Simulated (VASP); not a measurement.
# Ge (Cmmm) in VASP: further runs

The runs below take Ge through single point, with LDA, PBEsol.

Program: VASP 6.6.1. These are calculated values, not measurements. Logs are shortened: lines on timing, memory, paths and dates and some standing lists are left out, and cuts for length are marked.

### 1 The cell of the first run

The structure is orthorhombic, space group Cmmm (No. 65). Conventional cell: a = 2.757 Å, b = 5.131 Å, c = 2.662 Å, α = 90.00°, β = 90.00°, γ = 90.00°. Ge (site symmetry mmm) has 8 Ge at 2.66 to 2.91 Å within 3.5 Å.

### 2 Single point, LDA (volume scaled by 0.96)

INCAR

```
ALGO = Normal
EDIFF = 1E-7
ENCUT = 520
ISIF = 2
ISMEAR = -1
LASPH = True
LCHARG = False
LREAL = False
LWAVE = False
NBANDS = 13
NELM = 100
PREC = Accurate
SIGMA = 0.05
```

KPOINTS

```
k-points
0
Gamma
  11 11 10
```

POSCAR

```
Ge
1.0
    1.3782662934     -2.5653695835      0.0000000000
    1.3782662934      2.5653695835      0.0000000000
    0.0000000000      0.0000000000      2.6617639486
Ge
1
Direct
    0.5000000000      0.5000000000      0.0000000000
```

Potentials or basis: VASP PAW LDA potentials, release 64 (Ge_d).

Command:

```console
$ cat potpaw_LDA.64/Ge_d/POTCAR > POTCAR
$ mpirun -np 1 vasp_std > vasp.out
```

OUTCAR:

```text
EDIFF = 1E-7
   ENCUT = 520
   ISIF = 2
   ISMEAR = -1
   LASPH = True
   LREAL = False
   NELM = 100
   PREC = Accurate

 ion  position               nearest neighbor table
   1  0.500  0.500  0.000-

  LATTYP: Found a base centered orthorhombic cell.
 ALAT       =     2.7565325868
 B/A-ratio  =     1.8613018368
 C/A-ratio  =     0.9656203454

  Lattice vectors:

 A1 = (   1.3782662934,  -2.5653695835,   0.0000000000)
 A2 = (   1.3782662934,   2.5653695835,   0.0000000000)
 A3 = (   0.0000000000,   0.0000000000,   2.6617639486)

Analysis of symmetry for initial positions (statically):
=====================================================================
 Subroutine PRICEL returns:
 Original cell was already a primitive cell.

 Routine SETGRP: Setting up the symmetry group for a
 base centered orthorhombic supercell.

 Subroutine GETGRP returns: Found  8 space group operations
 (whereof  8 operations were pure point group operations)
 out of a pool of  8 trial point group operations.

The static configuration has the point symmetry D_2h.

Analysis of symmetry for dynamics (positions and initial velocities):
=====================================================================
 Subroutine PRICEL returns:
 Original cell was already a primitive cell.

 Routine SETGRP: Setting up the symmetry group for a
 base centered orthorhombic supercell.

 Subroutine GETGRP returns: Found  8 space group operations
 (whereof  8 operations were pure point group operations)
 out of a pool of  8 trial point group operations.

The dynamic configuration has the point symmetry D_2h.

 Subroutine INISYM returns: Found  8 space group operations
 (whereof  8 operations are pure point group operations),
 and found     1 'primitive' translations

----------------------------------------------------------------------------------------

                                     Primitive cell

  volume of cell :      18.8227

  direct lattice vectors                    reciprocal lattice vectors
     1.378266293 -2.565369583  0.000000000     0.362774598 -0.194903691  0.000000000
     1.378266293  2.565369583  0.000000000     0.362774598  0.194903691  0.000000000
     0.000000000  0.000000000  2.661763949     0.000000000  0.000000000  0.375690715

  length of vectors
     2.912170853  2.912170853  2.661763949     0.411816534  0.411816534  0.375690715

  position of ions in fractional coordinates (direct lattice)
     0.500000000  0.500000000  0.000000000

  ion indices of the primitive-cell ions
   primitive index   ion index
                 1           1

[... 83 lines left out ...]
   NUPDOWN=      -1.0000    fix difference up-down
   EMIN   =  10.00;   EMAX   =-10.00  energy-range for DOS
   EFERMI =   0.00;   METHOD = LEGACY
   ISMEAR =    -1;   SIGMA  =   0.05  broadening in eV -4-tet -1-fermi 0-gaus
   EFERMI_NEDOS =   21; number of points for ismear=-14 and -15
   IALGO  =     38    algorithm
   IMIX   =      4    mixing-type and parameters
     AMIX     =   0.40;   BMIX     =  1.00
     AMIX_MAG =   1.60;   BMIX_MAG =  1.00
  volume/ion in A,a.u.               =      18.82       127.02
  Fermi-wavevector in a.u.,A,eV,Ry     =   1.483281  2.802994 29.934467  2.200121
  Thomas-Fermi vector in A             =   2.596962
   LORBIT       =      0    0 simple, 1 ext, 2 COOP (PROOUT), +10 PAW based schemes
   GGA     = CA    functional components
   LHFCALC =     F    Hartree Fock is set to
   AEXX    =    0.0000 exact exchange contribution
   IVDW    =     0    specifies the selected vdW correction
   LEPSILON=     F    determine dielectric tensor
   LRPA    =     F    only Hartree local field effects (RPA)
 non-spin polarized calculation
  energy-cutoff  :      520.00
  volume of cell :       18.82
 maximum number of plane-waves:       518
 NGX is ok and might be reduce to    24
   NGX = 11   NGY = 11   NGZ =  9

 number of electron      13.9999987 magnetization

 Free energy of the ion-electron system (eV)
  ---------------------------------------------------
  ext. energy  EPLUGINS =         0.00000000
  ---------------------------------------------------
  free energy    TOTEN  =        -4.98330069 eV

  energy without entropy =       -4.97955622  energy(sigma->0) =       -4.98142845

 E-fermi :   6.3353     XC(G=0): -11.5264

 val. band max:        6.3059436417   @ k =   0.3636   0.1818   0.1000
 cond. band min:       6.3480553239   @ k =   0.1818   0.1818   0.3000
 fundamental gap:      0.0421116822
 Fermi energy:         6.3353431324

 k-point     1 :       0.0000    0.0000    0.0000
  band No.  band energies     occupation
      1     -18.4791      2.00000
      2     -18.4125      2.00000
      3     -18.3556      2.00000
      4     -18.2394      2.00000
      5     -18.2185      2.00000
      6      -6.8260      2.00000
      7      13.1969      0.00000
      8      13.6961      0.00000
      9      15.2621      0.00000
     10      16.8086      0.00000
     11      19.1931      0.00000
     12      21.7181      0.00000
     13      21.7775      0.00000
[... 354 lines left out ...]
  band No.  band energies     occupation
      1     -18.4690      2.00000
      2     -18.4085      2.00000
      3     -18.3275      2.00000
      4     -18.2527      2.00000
      5     -18.2211      2.00000
      6      -6.0958      2.00000
      7       8.6690      0.00000
      8      13.7715      0.00000
      9      13.8839      0.00000
     10      17.2431      0.00000
     11      18.8272      0.00000
     12      24.6273      0.00000
     13      24.7237      0.00000

 [... further k-points ...]

------------------------ aborting loop because EDIFF is reached ----------------------------------------

  FORCE on cell =-STRESS in cart. coord.  units (eV):
  Direction    XX          YY          ZZ          XY          YZ          ZX
  --------------------------------------------------------------------------------------
  -------------------------------------------------------------------------------------
  Total       -0.1942812     -0.5783987     -0.3341133      0.0000000      0.0000000      0.0000000
  in kB      -16.5370783    -49.2328886    -28.4394891      0.0000000      0.0000000      0.0000000
  external PRESSURE =     -31.4031520 kB  Pullay stress =       0.0000000 kB

 VOLUME and BASIS-vectors are now :
 -----------------------------------------------------------------------------
  energy-cutoff  :      520.00
  volume of cell :       18.82
      direct lattice vectors                 reciprocal lattice vectors
     1.378266293 -2.565369583  0.000000000     0.362774598 -0.194903691  0.000000000
     1.378266293  2.565369583  0.000000000     0.362774598  0.194903691  0.000000000
     0.000000000  0.000000000  2.661763949     0.000000000  0.000000000  0.375690715

 POSITION                                       TOTAL-FORCE (eV/Angst)
 -----------------------------------------------------------------------------------
      1.37827      0.00000      0.00000        -0.000000      0.000000      0.000000
 -----------------------------------------------------------------------------------
    total drift:                               -0.000000     -0.000000     -0.000000

  FREE ENERGIE OF THE ION-ELECTRON SYSTEM (eV)
  ---------------------------------------------------
  free  energy   TOTEN  =        -4.9833006856 eV

  energy  without entropy=       -4.9795562201  energy(sigma->0) =       -4.98142845
```

OSZICAR:

```text
N       E                     dE             d eps       ncg     rms          rms(c)
DAV:   1     0.618971905707E+02    0.61897E+02   -0.71316E+03  6097   0.292E+03
DAV:   2     0.284375775908E+00   -0.61613E+02   -0.58763E+02  5941   0.402E+02
DAV:   3    -0.493226789956E+01   -0.52166E+01   -0.51941E+01  6461   0.705E+01
DAV:   4    -0.500260251169E+01   -0.70335E-01   -0.70327E-01  6321   0.889E+00
DAV:   5    -0.500329781535E+01   -0.69530E-03   -0.69530E-03  6551   0.970E-01    0.146E+00
DAV:   6    -0.498929147931E+01    0.14006E-01   -0.86392E-03  6914   0.199E+00    0.807E-01
DAV:   7    -0.498349237081E+01    0.57991E-02   -0.61268E-03  7593   0.136E+00    0.761E-02
DAV:   8    -0.498330423266E+01    0.18814E-03   -0.61445E-04  6841   0.557E-01    0.270E-02
DAV:   9    -0.498330082924E+01    0.34034E-05   -0.13531E-05  7249   0.573E-02    0.773E-03
DAV:  10    -0.498330072246E+01    0.10678E-06   -0.59400E-07  6631   0.955E-03    0.210E-03
DAV:  11    -0.498330068563E+01    0.36828E-07   -0.55788E-08  4178   0.400E-03
   1 F= -.49833007E+01 E0= -.49814285E+01  d E =-.374447E-02
```

Wall time 11 s (1 thread of Intel Xeon 6975P-C (Granite Rapids), shared host); peak memory 0.16 GiB.

Results:

```yaml
Free_energy: -4.9833 eV
Pressure: -3.1 GPa
Band_gap_on_the_k_mesh: zero (band 7 reaches 13.20 eV, above the bottom of band 8 at 3.85 eV)
```

Levels at points of the mesh, in eV from the Fermi level:
```
           k point  band 4  band 5  band 6  band 7  band 8  band 9  band 10  band 11
(0.00, 0.00, 0.00)  -24.57  -24.55  -13.16    6.86    7.36    8.93    10.47    12.86
(0.00, 0.00, 0.50)  -24.63  -24.59   -9.23   -5.86   10.30   11.87    16.49    16.53
```

### 3 Single point, PBEsol (volume scaled by 0.96)

INCAR

```
SYSTEM = Ge
PREC = Accurate ; ENCUT = 520
EDIFF = 1E-7 ; ISMEAR = -1
SIGMA = 0.05 ; LREAL = .FALSE.
LASPH = .TRUE. ; NELM = 80
ALGO = Normal ; ISIF = 2
LWAVE = .FALSE. ; LCHARG = .TRUE.
GGA = PS ; LELF = .TRUE.
LVHAR = .TRUE. ; NBANDS = 13
```

KPOINTS

```
regular mesh
0
G
  11 11 10
  0 0 0
```

POSCAR is that of step 2.

Potentials or basis: VASP PAW PBE potentials, release 64 (Ge_d).

Command:

```console
$ cat potpaw_PBE.64/Ge_d/POTCAR > POTCAR
$ mpirun -np 1 vasp_std > vasp.out
```

Wall time 11 s (1 thread of Intel Xeon 6975P-C (Granite Rapids), shared host); peak memory 0.16 GiB.

The run converged. Its results:

```
Free energy            : -4.7458 eV
Pressure               : -1.6 GPa
Band gap on the k mesh : zero (band 7 reaches 13.39 eV, above the bottom of band 8 at 3.95 eV)
```

Stress tensor (GPa, compression positive):
```
-0.04  0.00  0.00
 0.00 -3.45  0.00
 0.00  0.00 -1.34
```

Levels at points of the mesh, in eV from the Fermi level:
```csv
k point,band 4,band 5,band 6,band 7,band 8,band 9,band 10,band 11
"(0.00, 0.00, 0.00)",-24.42,-24.39,-13.17,6.91,7.45,9.03,10.39,12.78
"(0.00, 0.00, 0.50)",-24.47,-24.43,-9.20,-5.92,10.45,12.04,16.45,16.46
```

Caveat: the PAW data sets were made with another functional, which shifts forces and pressure a little.

### 4 Single point, LDA (volume scaled by 0.98)

INCAR

```
SYSTEM = Ge
  ALGO = Normal
  EDIFF = 1E-7
  ENCUT = 520
  ISIF = 2
  ISMEAR = -1
  LASPH = .TRUE.
  LCHARG = .FALSE.
  LREAL = .FALSE.
  LWAVE = .FALSE.
  NBANDS = 13
  NELM = 80
  PREC = Accurate
  SIGMA = 0.05
```

KPOINTS

```
k-points
0
G
  11 11 10
  0 0 0
```

POSCAR

```
Ge
1.0
    1.3877718785     -2.5830623466      0.0000000000
    1.3877718785      2.5830623466      0.0000000000
    0.0000000000      0.0000000000      2.6801215215
Ge
1
Direct
    0.5000000000      0.5000000000      0.0000000000
```

Potentials or basis: VASP PAW LDA potentials, release 64 (Ge_d).

Command:

```console
$ cat potpaw_LDA.64/Ge_d/POTCAR > POTCAR
$ mpirun -np 1 vasp_std > vasp.out
```

Run time: 10 s. Hardware: 1 thread of Intel Xeon 6975P-C (Granite Rapids), shared host; peak memory 0.16 GiB.

The run converged. Its results:

| Property | Result |
| --- | --- |
| Free energy | -4.9742 eV |
| Pressure | -4.6 GPa |
| Band gap on the k mesh | zero (band 7 reaches 12.86 eV, above the bottom of band 8 at 3.70 eV) |

Stress tensor (GPa, compression positive):
```
-3.19  0.00  0.00
 0.00 -6.30  0.00
 0.00  0.00 -4.27
```

Levels at points of the mesh, in eV from the Fermi level:
```tsv
k point	band 5	band 6	band 7	band 8	band 9	band 10
(0.00, 0.00, 0.00)	-24.55	-12.99	6.75	7.21	8.74	10.39
(0.00, 0.00, 0.50)	-24.59	-9.16	-5.73	10.07	11.59	16.30
```

(Part 1 of 2 ends here.)
